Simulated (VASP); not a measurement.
# W (I4/mmm) in VASP: notebook, part 2 of 3

VASP 6.6.1.

## 3. Single point, PBEsol (strain +0.000 along x and y, -0.030 along z)

Input file INCAR:

```
PREC = Accurate
ENCUT = 520
EDIFF = 1E-6
ISMEAR = 0
SIGMA = 0.15
LREAL = False
LASPH = True
NELM = 60
ALGO = Fast
ISIF = 2
LWAVE = False
LCHARG = False
GGA = PS
NBANDS = 13
```

Input file KPOINTS:

```
regular mesh
0
Gamma
  26 26 26
```

Input file POSCAR:

```
W
1.0
    0.0000000000      1.9989957669      1.9390258939
    1.9989957669      0.0000000000      1.9390258939
    1.9989957669      1.9989957669      0.0000000000
W
1
Direct
    0.0000000000      0.0000000000      0.0000000000
```

Potentials or basis: VASP PAW PBE potentials, release 64 (W_sv).

Command:

```bash
$ cat potpaw_PBE.64/W_sv/POTCAR > POTCAR
$ mpirun -np 1 vasp_std > vasp.out
```

OUTCAR:

```text
PREC = Accurate
   ENCUT = 520
   EDIFF = 1E-6
   ISMEAR = 0
   LREAL = False
   LASPH = True
   NELM = 60
   ISIF = 2
   GGA = PS

 ion  position               nearest neighbor table
   1  0.000  0.000  0.000-

  LATTYP: Found a body centered tetragonal cell.
 ALAT       =     2.8270069247
 C/A-ratio  =     1.3717871555

  Lattice vectors:

 A1 = (   0.0000000000,  -1.9989957669,  -1.9390258939)
 A2 = (   0.0000000000,   1.9989957669,  -1.9390258939)
 A3 = (   1.9989957669,   0.0000000000,   1.9390258939)

Analysis of symmetry for initial positions (statically):
=====================================================================
 Subroutine PRICEL returns:
 Original cell was already a primitive cell.

 Routine SETGRP: Setting up the symmetry group for a
 body centered tetragonal supercell.

 Subroutine GETGRP returns: Found 16 space group operations
 (whereof 16 operations were pure point group operations)
 out of a pool of 16 trial point group operations.

The static configuration has the point symmetry D_4h.

Analysis of symmetry for dynamics (positions and initial velocities):
=====================================================================
 Subroutine PRICEL returns:
 Original cell was already a primitive cell.

 Routine SETGRP: Setting up the symmetry group for a
 body centered tetragonal supercell.

 Subroutine GETGRP returns: Found 16 space group operations
 (whereof 16 operations were pure point group operations)
 out of a pool of 16 trial point group operations.

The dynamic configuration has the point symmetry D_4h.

 Subroutine INISYM returns: Found 16 space group operations
 (whereof 16 operations are pure point group operations),
 and found     1 'primitive' translations

----------------------------------------------------------------------------------------

                                     Primitive cell

  volume of cell :      15.4966

  direct lattice vectors                    reciprocal lattice vectors
     0.000000000  1.998995767  1.939025894    -0.250125592  0.250125592  0.257861435
     1.998995767  0.000000000  1.939025894     0.250125592 -0.250125592  0.257861435
     1.998995767  1.998995767  0.000000000     0.250125592  0.250125592 -0.257861435

  length of vectors
     2.784924684  2.784924684  2.827006925     0.437742097  0.437742097  0.437742097

  position of ions in fractional coordinates (direct lattice)
     0.000000000  0.000000000  0.000000000

  ion indices of the primitive-cell ions
   primitive index   ion index
                 1           1

----------------------------------------------------------------------------------------

 KPOINTS: regular mesh

Automatic generation of k-mesh.
 Grid dimensions read from file:
 generate k-points for:   26   26   26

 Generating k-lattice:

  Cartesian coordinates                     Fractional coordinates (reciprocal lattice)
    -0.009620215  0.009620215  0.009917748     0.038461538 -0.000000000  0.000000000
     0.009620215 -0.009620215  0.009917748    -0.000000000  0.038461538  0.000000000
     0.009620215  0.009620215 -0.009917748     0.000000000  0.000000000  0.038461538

  Length of vectors
     0.016836235  0.016836235  0.016836235

  Shift w.r.t. Gamma in fractional coordinates (k-lattice)
     0.000000000  0.000000000  0.000000000

 Subroutine IBZKPT returns following result:
 ===========================================

 Found   1330 irreducible k-points:

 Following reciprocal coordinates:
            Coordinates               Weight
  0.000000  0.000000  0.000000      1.000000
  0.038462 -0.000000  0.000000      8.000000
  0.076923 -0.000000  0.000000      8.000000
  0.115385 -0.000000  0.000000      8.000000
  0.153846  0.000000  0.000000      8.000000
  0.192308  0.000000  0.000000      8.000000
[... 16 lines left out ...]
  0.346154  0.038462  0.000000      8.000000
  0.384615  0.038462  0.000000      8.000000
 [... further k-points ...]
   k-points           NKPTS =   1330   k-points in BZ     NKDIM =   1330   number of bands    NBANDS=     13
   number of dos      NEDOS =    301   number of ions     NIONS =      1
   total plane-waves  NPLWV =  13824
   dimension x,y,z NGX =    24 NGY =   24 NGZ =   24
   dimension x,y,z NGXF=    48 NGYF=   48 NGZF=   48
   ions per type =               1
   NGX,Y,Z   is equivalent  to a cutoff of  14.33, 14.33, 14.11 a.u.
   NGXF,Y,Z  is equivalent  to a cutoff of  28.65, 28.65, 28.23 a.u.
 SYSTEM =  unknown system
   PREC   = accura    normal or accurate (medium, high low for compatibility)
   ISTART =      0    job   : 0-new  1-cont  2-samecut
   ICHARG =      2    charge: 1-file 2-atom 10-const
   ISPIN  =      1    spin polarized calculation?
   LNONCOLLINEAR =      F non collinear calculations
   LSORBIT =      F    spin-orbit coupling
   LASPH  =      T    aspherical Exc in radial PAW
   ENCUT  =  520.0 eV  38.22 Ry    6.18 a.u.   5.18  5.18  5.26*2*pi/ulx,y,z
   NELM   =     60;   NELMIN=  2; NELMDL= -5     # of ELM steps
   EDIFF  = 0.1E-05   stopping-criterion for ELM
   LREAL  =      F    real-space projection
   EDIFFG = 0.1E-04   stopping-criterion for IOM
   NSW    =      0    number of steps for IOM
   IBRION =     -1    ionic relax: 0-MD 1-quasi-New 2-CG
   NFREE  =      0    steps in history (QN), initial steepest desc. (CG)
   ISIF   =      2    stress and relaxation
   ISYM   =      2    0-nonsym 1-usesym 2-fastsym
   POTIM  = 0.5000    time-step for ionic-motion
   TEBEG  =    0.0;   TEEND  =   0.0 temperature during run
   PSTRESS=    0.0 pullay stress
   NELECT =      14.0000    total number of electrons
   NUPDOWN=      -1.0000    fix difference up-down
   EMIN   =  10.00;   EMAX   =-10.00  energy-range for DOS
   EFERMI =   0.00;   METHOD = LEGACY
   ISMEAR =     0;   SIGMA  =   0.15  broadening in eV -4-tet -1-fermi 0-gaus
   EFERMI_NEDOS =   21; number of points for ismear=-14 and -15
   IALGO  =     68    algorithm
   IMIX   =      4    mixing-type and parameters
     AMIX     =   0.40;   BMIX     =  1.00
     AMIX_MAG =   1.60;   BMIX_MAG =  1.00
  volume/ion in A,a.u.               =      15.50       104.58
  Fermi-wavevector in a.u.,A,eV,Ry     =   1.582602  2.990684 34.077550  2.504629
  Thomas-Fermi vector in A             =   2.682500
   LORBIT       =      0    0 simple, 1 ext, 2 COOP (PROOUT), +10 PAW based schemes
   GGA     = PS    functional components
   LHFCALC =     F    Hartree Fock is set to
   AEXX    =    0.0000 exact exchange contribution
   IVDW    =     0    specifies the selected vdW correction
   LEPSILON=     F    determine dielectric tensor
   LRPA    =     F    only Hartree local field effects (RPA)
 non-spin polarized calculation
 RMM-DIIS sequential band-by-band and
 Gauss-broadening in eV      SIGMA  =   0.15
  energy-cutoff  :      520.00
  volume of cell :       15.50
 maximum number of plane-waves:       436
 NGX is ok and might be reduce to    24
   NGX = 11   NGY = 11   NGZ = 11

 number of electron      13.9999999 magnetization

 Free energy of the ion-electron system (eV)
  ---------------------------------------------------
  ext. energy  EPLUGINS =         0.00000000
  ---------------------------------------------------
  free energy    TOTEN  =       -13.30992687 eV

  energy without entropy =      -13.29680846  energy(sigma->0) =      -13.30336767

 E-fermi :  11.1485     XC(G=0): -13.8792

 val. band max:       11.1475699602   @ k =   0.2692   0.1923   0.0385
 cond. band min:      11.1529350143   @ k =   0.5000   0.0385   0.1154
 fundamental gap:      0.0053650540
 Fermi energy:        11.1485279180

 k-point     1 :       0.0000    0.0000    0.0000
  band No.  band energies     occupation
      1     -62.4038      2.00000
      2     -25.9566      2.00000
      3     -25.9566      2.00000
      4     -25.9305      2.00000
      5       1.8182      2.00000
      6      10.3520      2.00000
      7      10.3520      2.00000
      8      10.7675      1.99967
      9      13.5421      0.00000
     10      14.1676      0.00000
     11      24.0302      0.00000
     12      29.1280      0.00000
     13      29.1280      0.00000
[... 353 lines left out ...]
 k-point    24 :       0.3846    0.0385    0.0000
  band No.  band energies     occupation
      1     -62.2851      2.00000
      2     -27.1439      2.00000
      3     -26.1542      2.00000
      4     -26.0750      2.00000
      5       5.1629      2.00000
      6      10.3131      2.00000
      7      10.4417      2.00000
      8      10.6623      2.00000
      9      15.2782      0.00000
     10      15.8794      0.00000
     11      22.8795      0.00000
     12      26.3123      0.00000
     13      31.9969      0.00000

 [... further k-points ...]
[... 5 lines left out ...]
  --------------------------------------------------------------------------------------
  -------------------------------------------------------------------------------------
  Total        1.3558771      1.3558771      0.3543307      0.0000000     -0.0000000     -0.0000000
  in kB      140.1824190    140.1824190     36.6338063      0.0000000     -0.0000000     -0.0000000
  external PRESSURE =     105.6662148 kB  Pullay stress =       0.0000000 kB

 VOLUME and BASIS-vectors are now :
 -----------------------------------------------------------------------------
  energy-cutoff  :      520.00
  volume of cell :       15.50
      direct lattice vectors                 reciprocal lattice vectors
     0.000000000  1.998995767  1.939025894    -0.250125592  0.250125592  0.257861435
     1.998995767  0.000000000  1.939025894     0.250125592 -0.250125592  0.257861435
     1.998995767  1.998995767  0.000000000     0.250125592  0.250125592 -0.257861435

 POSITION                                       TOTAL-FORCE (eV/Angst)
 -----------------------------------------------------------------------------------
      0.00000      0.00000      0.00000        -0.000000      0.000000      0.000000
 -----------------------------------------------------------------------------------
    total drift:                                0.000000      0.000000      0.000000

  FREE ENERGIE OF THE ION-ELECTRON SYSTEM (eV)
  ---------------------------------------------------
  free  energy   TOTEN  =       -13.3099268715 eV

  energy  without entropy=      -13.2968084642  energy(sigma->0) =      -13.30336767
```

OSZICAR:

```text
N       E                     dE             d eps       ncg     rms          rms(c)
DAV:   1     0.832041594216E+02    0.83204E+02   -0.74429E+03 34805   0.123E+03
DAV:   2    -0.123279588861E+02   -0.95532E+02   -0.91990E+02 38380   0.316E+02
DAV:   3    -0.139399559107E+02   -0.16120E+01   -0.16050E+01 38345   0.396E+01
DAV:   4    -0.139464292776E+02   -0.64734E-02   -0.64731E-02 38710   0.276E+00
DAV:   5    -0.139464816830E+02   -0.52405E-04   -0.52405E-04 38840   0.234E-01    0.219E+01
RMM:   6    -0.134461676398E+02    0.50031E+00   -0.37747E-01 37584   0.569E+00    0.929E+00
RMM:   7    -0.133137199681E+02    0.13245E+00   -0.26407E-01 37952   0.475E+00    0.605E-01
RMM:   8    -0.133099961253E+02    0.37238E-02   -0.10581E-02 42992   0.115E+00    0.212E-01
RMM:   9    -0.133099202307E+02    0.75895E-04   -0.15298E-03 42589   0.476E-01    0.242E-02
RMM:  10    -0.133099314198E+02   -0.11189E-04   -0.19101E-04 45328   0.172E-01    0.122E-02
RMM:  11    -0.133099255652E+02    0.58546E-05   -0.54546E-05 44176   0.892E-02    0.637E-03
RMM:  12    -0.133099268326E+02   -0.12675E-05   -0.12625E-05 39628   0.425E-02    0.140E-03
RMM:  13    -0.133099268715E+02   -0.38829E-07   -0.23975E-06 32229   0.183E-02
   1 F= -.13309927E+02 E0= -.13303368E+02  d E =-.131184E-01
```

Run time: 90 s. Hardware: 1 thread of Intel Xeon 6975P-C (Granite Rapids), shared host; peak memory 0.36 GiB.

Results:

```
Free energy            : -13.3099 eV
Pressure               : 10.6 GPa
Band gap on the k mesh : zero (bands 7 and 8 overlap by 4.41 eV)
```

Levels at points of the mesh, in eV from the Fermi level:
| k point | band 4 | band 5 | band 6 | band 7 | band 8 | band 9 | band 10 | band 11 |
| --- | --- | --- | --- | --- | --- | --- | --- | --- |
| (0.00, 0.00, 0.00) | -37.08 | -9.33 | -0.80 | -0.80 | -0.38 | 2.39 | 3.02 | 12.88 |
| (0.50, 0.00, 0.00) | -37.24 | -5.96 | -1.17 | -0.67 | 0.82 | 5.27 | 5.58 | 11.15 |
| (0.50, 0.50, 0.00) | -37.65 | -5.93 | -4.98 | 3.81 | 5.36 | 6.26 | 6.26 | 11.91 |
| (0.50, 0.00, 0.50) | -37.54 | -5.95 | -4.88 | 3.17 | 5.38 | 5.98 | 6.48 | 12.11 |

Caveat: the cell differs from its parent crystal (strain +0.000 along x and y, -0.030 along z); the cell stands under pressure; the PAW data sets were made with another functional, which shifts forces and pressure a little; spin-orbit coupling is left out, which moves the levels of the heavy elements.

## 4. Single point, PBEsol (strain -0.015 along x and y, +0.000 along z)

Input file INCAR:

```
ALGO = Fast ; EDIFF = 1E-6
ENCUT = 520 ; GGA = PS
ISIF = 2 ; ISMEAR = 0
LASPH = True ; LCHARG = True
LELF = True ; LREAL = False
LVHAR = True ; LWAVE = False
NBANDS = 13 ; NELM = 100
PREC = Accurate ; SIGMA = 0.15
```

Input file KPOINTS:

```
k-points
0
Gamma
  26 26 26
```

Input file POSCAR:

```
W
1.0
    0.0000000000      1.9690108304      1.9989957669
    1.9690108304      0.0000000000      1.9989957669
    1.9690108304      1.9690108304      0.0000000000
W
1
Direct
    0.0000000000      0.0000000000      0.0000000000
```

Potentials or basis: VASP PAW PBE potentials, release 64 (W_sv).

Command:

```bash
$ cat potpaw_PBE.64/W_sv/POTCAR > POTCAR
$ mpirun -np 1 vasp_std > vasp.out
```

OUTCAR:

```text
EDIFF = 1E-6
   ENCUT = 520
   GGA = PS
   ISIF = 2
   ISMEAR = 0
   LASPH = True
   LREAL = False
   NELM = 100
   PREC = Accurate

 ion  position               nearest neighbor table
   1  0.000  0.000  0.000-

  LATTYP: Found a body centered tetragonal cell.
 ALAT       =     2.7846018208
 C/A-ratio  =     1.4357498095

  Lattice vectors:

 A1 = (  -1.9690108304,   0.0000000000,   1.9989957669)
 A2 = (   1.9690108304,   0.0000000000,   1.9989957669)
 A3 = (   0.0000000000,   1.9690108304,  -1.9989957669)

Analysis of symmetry for initial positions (statically):
=====================================================================
 Subroutine PRICEL returns:
 Original cell was already a primitive cell.

 Routine SETGRP: Setting up the symmetry group for a
 body centered tetragonal supercell.

 Subroutine GETGRP returns: Found 16 space group operations
 (whereof 16 operations were pure point group operations)
 out of a pool of 16 trial point group operations.

The static configuration has the point symmetry D_4h.

Analysis of symmetry for dynamics (positions and initial velocities):
=====================================================================
 Subroutine PRICEL returns:
[... 171 lines left out ...]
      6      10.3418      2.00000
      7      10.5532      2.00000
      8      10.5532      2.00000
      9      13.6977      0.00000
     10      14.0241      0.00000
     11      24.0148      0.00000
     12      29.1286      0.00000
     13      29.6603      0.00000
[... 354 lines left out ...]
  band No.  band energies     occupation
      1     -62.2862      2.00000
      2     -27.1370      2.00000
      3     -26.1264      2.00000
      4     -26.1032      2.00000
      5       5.1539      2.00000
      6      10.2175      2.00000
      7      10.5027      2.00000
      8      10.6831      1.99996
      9      15.3554      0.00000
     10      15.7618      0.00000
     11      22.8989      0.00000
     12      26.2474      0.00000
     13      32.1258      0.00000

 [... further k-points ...]

------------------------ aborting loop because EDIFF is reached ----------------------------------------

  FORCE on cell =-STRESS in cart. coord.  units (eV):
  Direction    XX          YY          ZZ          XY          YZ          ZX
  --------------------------------------------------------------------------------------
  -------------------------------------------------------------------------------------
  Total        0.8568537      0.8568537      1.3168694      0.0000000     -0.0000000     -0.0000000
  in kB       88.5684796     88.5684796    136.1178933      0.0000000     -0.0000000     -0.0000000
  external PRESSURE =     104.4182842 kB  Pullay stress =       0.0000000 kB

 VOLUME and BASIS-vectors are now :
 -----------------------------------------------------------------------------
  energy-cutoff  :      520.00
  volume of cell :       15.50
      direct lattice vectors                 reciprocal lattice vectors
     0.000000000  1.969010830  1.998995767    -0.253934611  0.253934611  0.250125592
     1.969010830  0.000000000  1.998995767     0.253934611 -0.253934611  0.250125592
     1.969010830  1.969010830  0.000000000     0.253934611  0.253934611 -0.250125592

 POSITION                                       TOTAL-FORCE (eV/Angst)
 -----------------------------------------------------------------------------------
      0.00000      0.00000      0.00000         0.000000      0.000000      0.000000
 -----------------------------------------------------------------------------------
    total drift:                                0.000000     -0.000000     -0.000000

  FREE ENERGIE OF THE ION-ELECTRON SYSTEM (eV)
  ---------------------------------------------------
  free  energy   TOTEN  =       -13.3023288181 eV

  energy  without entropy=      -13.2891232551  energy(sigma->0) =      -13.29572604
```

OSZICAR:

```text
N       E                     dE             d eps       ncg     rms          rms(c)
DAV:   1     0.834382604436E+02    0.83438E+02   -0.74548E+03 34732   0.123E+03
DAV:   2    -0.123240056135E+02   -0.95762E+02   -0.92213E+02 38350   0.317E+02
DAV:   3    -0.139308035204E+02   -0.16068E+01   -0.16000E+01 38460   0.396E+01
DAV:   4    -0.139372775458E+02   -0.64740E-02   -0.64736E-02 38730   0.276E+00
DAV:   5    -0.139373297634E+02   -0.52218E-04   -0.52219E-04 38965   0.234E-01    0.219E+01
RMM:   6    -0.134377782214E+02    0.49955E+00   -0.37783E-01 37582   0.569E+00    0.928E+00
RMM:   7    -0.133061059088E+02    0.13167E+00   -0.26262E-01 37960   0.473E+00    0.593E-01
RMM:   8    -0.133023908147E+02    0.37151E-02   -0.10550E-02 42959   0.114E+00    0.210E-01
RMM:   9    -0.133023215581E+02    0.69257E-04   -0.15288E-03 42578   0.476E-01    0.256E-02
RMM:  10    -0.133023334584E+02   -0.11900E-04   -0.19087E-04 45293   0.172E-01    0.131E-02
RMM:  11    -0.133023275139E+02    0.59445E-05   -0.56279E-05 44106   0.905E-02    0.640E-03
RMM:  12    -0.133023288080E+02   -0.12942E-05   -0.12925E-05 39858   0.430E-02    0.151E-03
RMM:  13    -0.133023288181E+02   -0.10088E-07   -0.24234E-06 32275   0.184E-02
   1 F= -.13302329E+02 E0= -.13295726E+02  d E =-.132056E-01
```

stdout:

```text
POSCAR found type information on POSCAR W
 POSCAR found :  1 types and       1 ions
 scaLAPACK will be used
 -----------------------------------------------------------------------------
|                                                                             |
|                                                                             |
|     You enforced a specific xc type in the INCAR file but a different       |
|     I HOPE YOU KNOW WHAT YOU ARE DOING!                                     |
|                                                                             |
 -----------------------------------------------------------------------------

 LDA part: xc-table for (Slater+PW92), standard interpolation
 POSCAR, INCAR and KPOINTS ok, starting setup
 FFT: planning ... GRIDC
 FFT: planning ... GRID_SOFT
 FFT: planning ... GRID
 WAVECAR not read
 entering main loop
WARNING in EDDRMM: call to ZHEGV failed, returncode =   8  4     13
WARNING in EDDRMM: call to ZHEGV failed, returncode =   8  4     12
WARNING in EDDRMM: call to ZHEGV failed, returncode =   8  4     12
WARNING in EDDRMM: call to ZHEGV failed, returncode =   8  4     12
WARNING in EDDRMM: call to ZHEGV failed, returncode =   8  4     13
WARNING in EDDRMM: call to ZHEGV failed, returncode =   8  4     13
```

Wall time 1.7 min (1 thread of Intel Xeon 6975P-C (Granite Rapids), shared host); peak memory 0.35 GiB.

What came out:

```yaml
Free_energy: -13.3023 eV
Pressure: 10.4 GPa
Band_gap_on_the_k_mesh: zero (bands 7 and 8 overlap by 4.08 eV)
```

Caveat: the cell differs from its parent crystal (strain -0.015 along x and y, +0.000 along z); the cell stands under pressure; the PAW data sets were made with another functional, which shifts forces and pressure a little; spin-orbit coupling is left out, which moves the levels of the heavy elements.

[end of part 2 of 3]
